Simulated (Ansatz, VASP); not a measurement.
One calculation of Re, two programs

File INCAR:

```
  ALGO = Normal
  EDIFF = 1E-6
  ENCUT = 520
  GGA = PS
  GGA_COMPAT = F
  ISIF = 2
  ISMEAR = -1
  LASPH = T
  LCHARG = F
  LMAXMIX = 4
  LORBIT = 11
  LORBMOM = T
  LREAL = F
  LSORBIT = T
  LWAVE = F
  MAGMOM = 0 0 0 0 0 0
  NBANDS = 26
  NELM = 150
  PREC = Accurate
  SIGMA = 0.05
```

File KPOINTS:

```
k-points
0
Gamma
  11 11 6
```

File POSCAR:

```
Re
1.0
    2.7422705826      0.0000000000      0.0000000000
   -1.3711352913      2.3748759886      0.0000000000
    0.0000000000      0.0000000000      4.4282782931
Re
2
Direct
    0.6666666667      0.3333333333      0.7500000000
    0.3333333333      0.6666666667      0.2500000000
```

File input.yaml:

```yaml
crystal:
  lattice:
    - [2.7422705826, 0.0, 0.0]
    - [-1.3711352913, 2.3748759886, 0.0]
    - [0.0, 0.0, 4.4282782931]
  atoms:
    - { symbol: Re, position: [0.6666666667, 0.3333333333, 0.75] }
    - { symbol: Re, position: [0.3333333333, 0.6666666667, 0.25] }
hamiltonian:
  xc: pbesol
  pseudopotentials: { kind: paw_fr }
magnetization:
  noncollinear: true
  spin_orbit: true
kpoints:
  mp_grid: { grid: [11, 11, 6] }
scf:
  occupations: { method: fermi_dirac, width: 0.05 }
output:
  forces: true
  stress: true
  eigenvalues: true
```

Alike in both runs: task single point; functional PBEsol; k mesh 11 × 11 × 6; occupations fermi-dirac, width 0.05 eV; non-collinear spin, spin-orbit coupling.

|  | VASP | Ansatz |
| --- | --- | --- |
| version | VASP 6.6.1 | Ansatz 0.2.0 |
| potentials or method | VASP PAW PBE potentials, release 64 (Re) | Ansatz PAW |
| plane-wave cutoff (eV) | 520 | 420 |
| valence electrons in the cell | 14 | 30 |

```csv
,VASP,Ansatz,Ansatz less VASP
pressure (GPa),4.5,4.3,-0.19
"traceless stress, the component that is largest in VASP (GPa)",-0.29,-0.18,+0.109
```

VASP's potentials were made for PBE, not for PBEsol. VASP's potentials hold 14 valence electrons a cell and Ansatz's 30, so a difference there can come from the potentials and not from the codes.
